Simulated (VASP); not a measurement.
Crystal: Cd2TeO3.

```
Cd Te O
1.0
     5.66954    0.00000    0.00000
    -2.83477    4.90996    0.00000
     0.00000    0.00000    3.26307
Cd Te O
2 1 3
Direct
  0.33333 0.66667 0.50000
  0.66667 0.33333 0.50000
  0.00000 0.00000 0.00000
  0.50000 0.00000 0.00000
  0.00000 0.50000 0.00000
  0.50000 0.50000 0.00000
```

The cell was generated, and may not be a known phase.

```yaml
Program: VASP 6.6.1
Task: relaxation of cell and atoms
Functional: PBE
Potentials_or_basis: VASP PAW PBE potentials, release 64 (Cd, Te, O)
Cutoff: 600 eV
k_mesh: 6 × 6 × 6
Occupations: gaussian, width 0.1 eV
Spin: no spin polarisation
```

At the start: pressure 0.8 GPa; volume 15.14 Å³/atom.

Task: Where does the relaxation end?

Result: Over 5 steps the energy falls by 3.8 meV/atom and the volume is 15.39 Å³/atom (+1.7 %); space group P6/mmm (No. 191, to 0.1 Å) before and after.

Step by step:
```
step  energy change (eV)  largest force (eV/Å)  pressure (GPa)  volume (Å³)
   1              0.0000                0.0000            0.80        90.83
   2             -0.0095                0.0000           -0.17        91.83
   3             -0.0125                0.0000           -1.00        92.72
   4             -0.0188                0.0000           -0.72        92.60
   5             -0.0226                0.0000           -0.07        92.36
```

Final structure:
```yaml
crystal:
  lattice:
    - [5.78896, 0.00000, 0.00000]
    - [-2.89448, 5.01339, 0.00000]
    - [0.00000, 0.00000, 3.18255]
  atoms:
    - { symbol: Cd, position: [0.33333, 0.66667, 0.50000] }
    - { symbol: Cd, position: [0.66667, 0.33333, 0.50000] }
    - { symbol: Te, position: [0.00000, 0.00000, 0.00000] }
    - { symbol: O, position: [0.50000, 0.00000, 0.00000] }
    - { symbol: O, position: [0.00000, 0.50000, 0.00000] }
    - { symbol: O, position: [0.50000, 0.50000, 0.00000] }
```
